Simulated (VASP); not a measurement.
Input of a VASP 6.6.1 run:

File INCAR:

```
PREC     = Accurate       # precision mode
ENCUT    = 520            # plane-wave cutoff, eV
EDIFF    = 1E-6           # SCF threshold, eV
ISMEAR   = -1             # smearing method
SIGMA    = 0.1            # smearing width, eV
LREAL    = F              # projectors in reciprocal space
LASPH    = T              # aspherical terms in the spheres
NELM     = 80             # most SCF steps
ALGO     = Normal         # electronic algorithm
ISIF     = 2              # what is computed and relaxed
LWAVE    = F              # write WAVECAR
LCHARG   = F              # write CHGCAR
GGA      = PE             # functional
NBANDS   = 30             # bands
```

The input KPOINTS:

```
Automatic mesh
0
Gamma
  12 12 4
```

Contents of POSCAR:

```
Sc
1.0
    3.3392720061      0.0000000000      0.0000000000
   -1.6696360031      2.8918943874      0.0000000000
    0.0000000000      0.0000000000     10.6582339325
Sc
4
Direct
    0.0000000000      1.0000000000      0.0000000000
    0.0000000000      1.0000000000      0.5000000000
    0.3333333333      0.6666666667      0.2500000000
    0.6666666667      0.3333333333      0.7500000000
```

Potentials or basis: VASP PAW PBE potentials, release 64 (Sc_sv).

Launch:

```sh
$ cat potpaw_PBE.64/Sc_sv/POTCAR > POTCAR
$ mpirun -np 1 vasp_std > vasp.out
```

Question: Predict the pressure.

Answer: -1.9 GPa.

Question: What does it give for the band gap on the k mesh?

Answer: Zero (band 22 reaches 4.26 eV, above the bottom of band 23 at 3.15 eV).
